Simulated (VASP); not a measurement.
# Si (P2_1/c) in VASP: further runs

Si is run at these levels: PBEsol; tasks: single point.

All numbers are computed with VASP 6.6.1; they aren't measurements. Logs are shortened: lines on timing, memory, paths and dates and some standing lists are left out, and cuts for length are marked.

### Step 1. The cell of the first run

The structure is monoclinic, space group P2_1/c (No. 14). Conventional cell: a = 11.565 Å, b = 5.433 Å, c = 3.842 Å, α = 90.00°, β = 94.76°, γ = 90.00°. Within 3.1 Å of Si (site symmetry 1) lie 4 Si at 2.35 Å. Si (site symmetry 1) has 4 Si at 2.35 Å within 3.1 Å. Within 3.1 Å of Si (site symmetry 1) lie 4 Si at 2.35 to 2.54 Å.

### Step 2. Single point, PBEsol

INCAR reads:

```
SYSTEM = Si
ALGO     = Normal         ! electronic algorithm
EDIFF    = 1E-6           ! SCF threshold, eV
ENCUT    = 520            ! plane-wave cutoff, eV
GGA      = PS             ! functional
ISIF     = 2              ! what is computed and relaxed
ISMEAR   = 0              ! smearing method
LASPH    = .True.         ! aspherical terms in the spheres
LCHARG   = .True.         ! write CHGCAR
LELF     = .True.         ! ELF
LREAL    = .False.        ! projectors in reciprocal space
LVHAR    = .True.       
LWAVE    = .False.        ! write WAVECAR
NBANDS   = 36             ! bands
NELM     = 100            ! most SCF steps
PREC     = Accurate       ! precision mode
SIGMA    = 0.05           ! smearing width, eV
```

KPOINTS reads:

```
k-points
0
Gamma
  6 9 3
  0 0 0
```

POSCAR reads:

```
Si
1.0
    5.4328540087      0.0000000000      0.0000000000
    0.0000000000      2.7164270044     -2.7164270044
    0.0000000000      8.8283877642      7.4701742620
Si
12
Direct
    0.5000000000     -0.0624958333      0.2499833333
    0.0000000000      0.3958375000      0.4166500000
    0.5000000000     -0.1458291667      0.5833166667
    0.0000000000      0.3125041667      0.7499833333
    0.5000000000     -0.2291625000      0.9166500000
    0.0000000000      0.4791708333      0.0833166667
    0.7500000000     -0.1041625000      0.4166500000
    0.2500000000      0.3541708333      0.5833166667
    0.7500000000     -0.1874958333      0.7499833333
    0.2500000000      0.2708375000      0.9166500000
    0.7500000000     -0.0208291667      0.0833166667
    0.2500000000      0.4375041667      0.2499833333
```

Potentials or basis: VASP PAW PBE potentials, release 64 (Si).

Run with:

```sh
cat potpaw_PBE.64/Si/POTCAR > POTCAR
mpirun -np 1 vasp_std > vasp.out
```

OUTCAR:

```text
SYSTEM = Si
   EDIFF = 1E-6
   ENCUT = 520
   GGA = PS
   ISIF = 2
   ISMEAR = 0
   LASPH = .True.
   LREAL = .False.
   NELM = 100
   PREC = Accurate

 ion  position               nearest neighbor table
   1  0.500  0.938  0.250-  11 2.35  12 2.35  12 2.35   7 2.35
   2  0.000  0.396  0.417-   7 2.35   7 2.35  12 2.35   8 2.35
   3  0.500  0.854  0.583-   9 2.35   8 2.35   8 2.35   7 2.35
   4  0.000  0.313  0.750-   8 2.35   9 2.35   9 2.35  10 2.35
   5  0.500  0.771  0.917-  10 2.35  10 2.35   9 2.35  11 2.54
   6  0.000  0.479  0.083-  12 2.35  11 2.35  11 2.35  10 2.54
   7  0.750  0.896  0.417-   2 2.35   2 2.35   1 2.35   3 2.35
   8  0.250  0.354  0.583-   4 2.35   3 2.35   3 2.35   2 2.35
   9  0.750  0.813  0.750-   3 2.35   4 2.35   4 2.35   5 2.35
  10  0.250  0.271  0.917-   5 2.35   5 2.35   4 2.35   6 2.54
  11  0.750  0.979  0.083-   1 2.35   6 2.35   6 2.35   5 2.54
  12  0.250  0.438  0.250-   6 2.35   1 2.35   1 2.35   2 2.35

  LATTYP: Found a simple monoclinic cell.
 ALAT       =     3.8416079108
 B/A-ratio  =     1.4142135623
 C/A-ratio  =     3.0103986447
 COS(beta)  =    -0.0830454799

  Lattice vectors:

 A1 = (   0.0000000000,   2.7164270044,  -2.7164270044)
 A2 = (   5.4328540087,   0.0000000000,   0.0000000000)
 A3 = (   0.0000000000,  -8.8283877642,  -7.4701742620)

Analysis of symmetry for initial positions (statically):
=====================================================================
 Subroutine PRICEL returns:
 Original cell was already a primitive cell.

 Routine SETGRP: Setting up the symmetry group for a
 simple monoclinic supercell.

 Subroutine GETGRP returns: Found  4 space group operations
 (whereof  1 operations were pure point group operations)
 out of a pool of  4 trial point group operations.

The static configuration has the point symmetry C_1 .
 The point group associated with its full space group is C_2h.

Analysis of symmetry for dynamics (positions and initial velocities):
=====================================================================
 Subroutine PRICEL returns:
 Original cell was already a primitive cell.

 Routine SETGRP: Setting up the symmetry group for a
 simple monoclinic supercell.

 Subroutine GETGRP returns: Found  4 space group operations
 (whereof  1 operations were pure point group operations)
 out of a pool of  4 trial point group operations.

The dynamic configuration has the point symmetry C_1 .
[... 129 lines left out ...]
   TEBEG  =    0.0;   TEEND  =   0.0 temperature during run
   PSTRESS=    0.0 pullay stress
   NELECT =      48.0000    total number of electrons
   NUPDOWN=      -1.0000    fix difference up-down
   EMIN   =  10.00;   EMAX   =-10.00  energy-range for DOS
   EFERMI =   0.00;   METHOD = LEGACY
   ISMEAR =     0;   SIGMA  =   0.05  broadening in eV -4-tet -1-fermi 0-gaus
   EFERMI_NEDOS =   21; number of points for ismear=-14 and -15
   IALGO  =     38    algorithm
   IMIX   =      4    mixing-type and parameters
     AMIX     =   0.40;   BMIX     =  1.00
     AMIX_MAG =   1.60;   BMIX_MAG =  1.00
  volume/ion in A,a.u.               =      20.04       135.27
  Fermi-wavevector in a.u.,A,eV,Ry     =   0.956673  1.807850 12.452364  0.915223
  Thomas-Fermi vector in A             =   2.085622
   LORBIT       =      0    0 simple, 1 ext, 2 COOP (PROOUT), +10 PAW based schemes
   GGA     = PS    functional components
   LHFCALC =     F    Hartree Fock is set to
   AEXX    =    0.0000 exact exchange contribution
   IVDW    =     0    specifies the selected vdW correction
   LEPSILON=     F    determine dielectric tensor
   LRPA    =     F    only Hartree local field effects (RPA)
 non-spin polarized calculation
 Gauss-broadening in eV      SIGMA  =   0.05
  energy-cutoff  :      520.00
  volume of cell :      240.53
 maximum number of plane-waves:      6526
   NGX = 21   NGY = 15   NGZ = 43

 number of electron      47.9999999 magnetization

 Free energy of the ion-electron system (eV)
  ---------------------------------------------------
  ext. energy  EPLUGINS =         0.00000000
  ---------------------------------------------------
  free energy    TOTEN  =       -67.99685033 eV

  energy without entropy =      -67.99626965  energy(sigma->0) =      -67.99655999

 E-fermi :   5.8622     XC(G=0):  -9.5763

 val. band max:        5.8260644244   @ k =   0.0000   0.3333  -0.0000
 cond. band min:       5.9016213703   @ k =   0.0000   0.0000   0.0000
 fundamental gap:      0.0755569460
 Fermi energy:         5.8621902897

 k-point     1 :       0.0000    0.0000    0.0000
  band No.  band energies     occupation
      1      -6.1782      2.00000
      2      -5.2424      2.00000
      3      -5.2183      2.00000
      4      -2.9537      2.00000
      5      -2.8928      2.00000
      6      -2.0565      2.00000
[... 925 lines left out ...]
     35       9.4443      0.00000
     36       9.4863      0.00000

 [... further k-points ...]

------------------------ aborting loop because EDIFF is reached ----------------------------------------

  FORCE on cell =-STRESS in cart. coord.  units (eV):
  Direction    XX          YY          ZZ          XY          YZ          ZX
  --------------------------------------------------------------------------------------
  -------------------------------------------------------------------------------------
  Total        0.7435361     -7.6974392      3.6008726      0.0000000      0.1109537      0.0000000
  in kB        4.9526459    -51.2721447     23.9851796      0.0000000      0.7390554      0.0000000
  external PRESSURE =      -7.4447731 kB  Pullay stress =       0.0000000 kB

 VOLUME and BASIS-vectors are now :
 -----------------------------------------------------------------------------
  energy-cutoff  :      520.00
  volume of cell :      240.53
      direct lattice vectors                 reciprocal lattice vectors
     5.432854009  0.000000000  0.000000000     0.184065318  0.000000000  0.000000000
     0.000000000  2.716427004 -2.716427004     0.000000000  0.168726541 -0.199404094
     0.000000000  8.828387764  7.470174262     0.000000000  0.061355106  0.061355106

 POSITION                                       TOTAL-FORCE (eV/Angst)
 -----------------------------------------------------------------------------------
      2.71643      4.75361     -0.67924        -0.064989     -0.128904      0.130809
      0.00000      4.75361      2.03718        -0.039731     -0.015063      0.004743
      2.71643      7.47004      2.03718        -0.039731      0.015063     -0.004743
      0.00000      7.47004      4.75361        -0.064989      0.128904     -0.130809
      2.71643     10.18647      4.75361         0.496964      0.912792     -0.194106
      0.00000      2.03718     -0.67924         0.496964     -0.912792      0.194106
      4.07464      6.11182      0.67897         0.039731     -0.015063      0.004743
      1.35821      6.11182      3.39540         0.039731      0.015063     -0.004743
      4.07464      8.82825      3.39540         0.064989      0.128904     -0.130809
      1.35821      8.82825      6.11182        -0.496964      0.912792     -0.194106
      4.07464      3.39540     -2.03746        -0.496964     -0.912792      0.194106
      1.35821      3.39540      0.67897         0.064989     -0.128904      0.130809
 -----------------------------------------------------------------------------------
    total drift:                                0.000000      0.000000      0.000000

  FREE ENERGIE OF THE ION-ELECTRON SYSTEM (eV)
  ---------------------------------------------------
  free  energy   TOTEN  =       -67.9968503282 eV

  energy  without entropy=      -67.9962696477  energy(sigma->0) =      -67.99655999
```

stdout:

```text
POSCAR found type information on POSCAR Si
 POSCAR found :  1 types and      12 ions
 scaLAPACK will be used
 -----------------------------------------------------------------------------
|                                                                             |
|                                                                             |
|     You enforced a specific xc type in the INCAR file but a different       |
|     I HOPE YOU KNOW WHAT YOU ARE DOING!                                     |
|                                                                             |
 -----------------------------------------------------------------------------

 LDA part: xc-table for (Slater+PW92), standard interpolation
 POSCAR, INCAR and KPOINTS ok, starting setup
 FFT: planning ... GRIDC
 FFT: planning ... GRID_SOFT
 FFT: planning ... GRID
 WAVECAR not read
 entering main loop
```

It took 3.7 min on 1 thread of Intel Xeon 6975P-C (Granite Rapids), shared host; peak memory 0.5 GiB.

What came out:

```
Free energy            : -67.9969 eV
Pressure               : -0.7 GPa
Largest force          : 1.057 eV/Å
Band gap on the k mesh : zero (band 24 reaches 5.92 eV, above the bottom of band 25 at 5.70 eV)
```

Forces on the atoms (eV/Å):
```
Si  -0.065 -0.129  0.131
Si  -0.040 -0.015  0.005
Si  -0.040  0.015 -0.005
Si  -0.065  0.129 -0.131
Si   0.497  0.913 -0.194
Si   0.497 -0.913  0.194
Si   0.040 -0.015  0.005
Si   0.040  0.015 -0.005
Si   0.065  0.129 -0.131
Si  -0.497  0.913 -0.194
Si  -0.497 -0.913  0.194
Si   0.065 -0.129  0.131
```

Stress tensor (GPa, compression positive):
```
 0.50  0.00  0.00
 0.00 -5.13  0.07
 0.00  0.07  2.40
```

Levels at points of the mesh, in eV from the Fermi level:
| k point | band 20 | band 21 | band 22 | band 23 | band 24 | band 25 | band 26 | band 27 | band 28 | band 29 |
| --- | --- | --- | --- | --- | --- | --- | --- | --- | --- | --- |
| (0.00, 0.00, 0.00) | -1.17 | -0.60 | -0.18 | 0.04 | 0.06 | 0.49 | 0.76 | 1.20 | 1.90 | 2.33 |
| (0.50, 0.00, 0.00) | -1.67 | -1.45 | -1.45 | -0.97 | -0.97 | 1.09 | 1.09 | 1.27 | 1.27 | 2.00 |

Caveat: the PAW data sets were made with another functional, which shifts forces and pressure a little.

### Step 3. Single point, PBEsol

INCAR reads:

```
SYSTEM = Si
PREC     = Accurate       ! precision mode
ENCUT    = 520            ! plane-wave cutoff, eV
EDIFF    = 1E-7           ! SCF threshold, eV
ISMEAR   = 0              ! smearing method
SIGMA    = 0.05           ! smearing width, eV
LREAL    = .False.        ! projectors in reciprocal space
LASPH    = .True.         ! aspherical terms in the spheres
NELM     = 60             ! most SCF steps
ALGO     = Normal         ! electronic algorithm
ISIF     = 2              ! what is computed and relaxed
LWAVE    = .False.        ! write WAVECAR
LCHARG   = .False.        ! write CHGCAR
GGA      = PS             ! functional
NBANDS   = 36             ! bands
```

KPOINTS reads:

```
Automatic mesh
0
Gamma
  6 9 3
  0 0 0
```

POSCAR reads:

```
Si
1.0
    5.4328540087      0.0000000000      0.0000000000
    0.0000000000      2.7164270044     -2.7164270044
    0.0000000000      9.1679411397      7.1306208864
Si
12
Direct
    0.5000000000     -0.0937437500      0.2499833333
    0.0000000000      0.3437562500      0.4166500000
    0.5000000000     -0.2187437500      0.5833166667
    0.0000000000      0.2187562500      0.7499833333
    0.5000000000     -0.3437437500      0.9166500000
    0.0000000000      0.4687562500      0.0833166667
    0.7500000000     -0.1562437500      0.4166500000
    0.2500000000      0.2812562500      0.5833166667
    0.7500000000     -0.2812437500      0.7499833333
    0.2500000000      0.1562562500      0.9166500000
    0.7500000000     -0.0312437500      0.0833166667
    0.2500000000      0.4062562500      0.2499833333
```

Potentials or basis: VASP PAW PBE potentials, release 64 (Si).

Run with:

```sh
cat potpaw_PBE.64/Si/POTCAR > POTCAR
mpirun -np 1 vasp_std > vasp.out
```

It took 3.8 min on 1 thread of Intel Xeon 6975P-C (Granite Rapids), shared host; peak memory 0.49 GiB.

It converged, with:

```
Free energy            : -66.9903 eV
Pressure               : -1.2 GPa
Largest force          : 1.115 eV/Å
Band gap on the k mesh : zero (band 24 reaches 6.04 eV, above the bottom of band 25 at 5.26 eV)
```

Forces in eV/Å, atoms in the order of the input:
```
Si  -0.159 -0.136  0.101
Si  -0.073 -0.027 -0.003
Si  -0.073  0.027  0.003
Si  -0.159  0.136 -0.101
Si   0.550  0.960 -0.142
Si   0.550 -0.960  0.142
Si   0.073 -0.027 -0.003
Si   0.073  0.027  0.003
Si   0.159  0.136 -0.101
Si  -0.550  0.960 -0.142
Si  -0.550 -0.960  0.142
Si   0.159 -0.136  0.101
```

Stress tensor (GPa, compression positive):
```
 1.15  0.00  0.00
 0.00 -5.97  0.46
 0.00  0.46  1.09
```

Levels at points of the mesh, in eV from the Fermi level:
| k point | band 22 | band 23 | band 24 | band 25 | band 26 | band 27 |
| --- | --- | --- | --- | --- | --- | --- |
| (0.00, 0.00, 0.00) | -0.05 | 0.18 | 0.34 | 0.63 | 0.90 | 0.94 |
| (0.50, 0.00, 0.00) | -1.24 | -0.74 | -0.74 | 1.02 | 1.02 | 1.56 |

Caveat: the PAW data sets were made with another functional, which shifts forces and pressure a little.
